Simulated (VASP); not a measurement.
SiC: single point with r2SCAN

SiC:

```
Si C
1.0
    -3.07520    0.00000    0.00000
    -1.53760   -2.66320    0.00000
    -2.69064   -1.55344   10.09633
Si C
4 4
Direct
  0.80483 0.80483 0.90605
  0.09648 0.09648 0.40605
  0.57564 0.57564 0.15605
  0.28399 0.28399 0.65605
  0.27853 0.27853 0.09395
  0.98688 0.98688 0.59395
  0.46604 0.46604 0.34395
  0.17439 0.17439 0.84395
```

```
Program                : VASP 6.6.1
Task                   : single point
Functional             : r2SCAN
Potentials or basis    : VASP PAW PBE potentials, release 64 (Si, C)
Cutoff                 : 520 eV
k mesh                 : 8 × 8 × 3
Occupations            : gaussian, width 0.05 eV
Spin                   : no spin polarisation
Dipole correction      : no
Further INCAR settings : ALGO = Normal; EDIFF = 1e-07; NBANDS = 26
```

The pressure is -2.4 GPa. The largest force is 0.780 eV/Å and the band gap on the k mesh is 0.78 eV, indirect (least direct gap 1.61 eV).

Forces on the atoms (eV/Å):
```
Si  -0.676 -0.390 -0.020
Si   0.025  0.014 -0.173
Si   0.340  0.196  0.300
Si   0.136  0.079 -0.129
C   -0.180 -0.104 -0.065
C    0.020  0.012  0.080
C   -0.049 -0.028  0.263
C    0.382  0.221 -0.257
```

Stress tensor (GPa, compression positive):
```
-2.83  3.70 -0.96
 3.70 -7.10 -0.55
-0.96 -0.55  2.86
```

Levels at points of the mesh, in eV from the valence-band top:
```
           k point  band 14  band 15  band 16  band 17  band 18  band 19
(0.00, 0.00, 0.00)    -0.45    -0.25    -0.01     4.67     5.38     6.21
(0.50, 0.00, 0.00)    -2.71    -1.69    -1.22     1.15     3.23     3.65
(0.50, 0.50, 0.00)    -2.85    -1.89    -1.55     1.32     3.29     3.58
```

Run time: 5.7 min on 1 thread of Intel(R) Xeon(R) 6975P-C (Granite Rapids), on a shared host, peak memory 0.26 GiB.

Caveat: the PAW data sets were made with another functional, which shifts forces and pressure a little. A k mesh can miss the band edges.
